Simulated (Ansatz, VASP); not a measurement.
## One calculation of B2As3, two programs

```xyz
5
Lattice="2.9665 -1.6841 0.0000 2.9665 1.6841 0.0000 -1.9007 0.0000 7.9349" Properties=species:S:1:pos:R:3 pbc="T T T"
B    -0.5781    0.0000    5.7969
B     5.2303    0.0000    1.7469
As    3.2666    0.0000    1.0828
As    1.4031    0.0000    6.4630
As   -0.0062    0.0000    3.7557
```

Change from the starting cell: species swapped into the B2Pt3 type (Cm, No. 8).

Alike in both runs: task relaxation of cell and atoms; functional PBE; k mesh 10 × 10 × 4; occupations gaussian, width 0.1 eV; no spin polarisation.

|  | VASP | Ansatz |
| --- | --- | --- |
| version | VASP 6.6.1 | Ansatz 0.2.0 |
| potentials or method | VASP PAW PBE potentials, release 64 (B, As), cutoff 600 eV | scalar-relativistic, plane waves, PAW |
| valence electrons in the cell | 21 | 51 |

```csv
,VASP,Ansatz,Ansatz less VASP
"gap on the k mesh at the Fermi level, each at its own relaxed structure (eV)",none,none,-
relaxed volume (Å³/atom),15.89,15.82,-0.067
relaxed length of the cell vector where the two differ most in proportion (Å),3.443,3.438,-0.0052
```

A gap of «none» marks a metal or a gap that the smearing closes. VASP's potentials hold 21 valence electrons a cell and Ansatz's 51, so a difference there can come from the potentials and not from the codes.
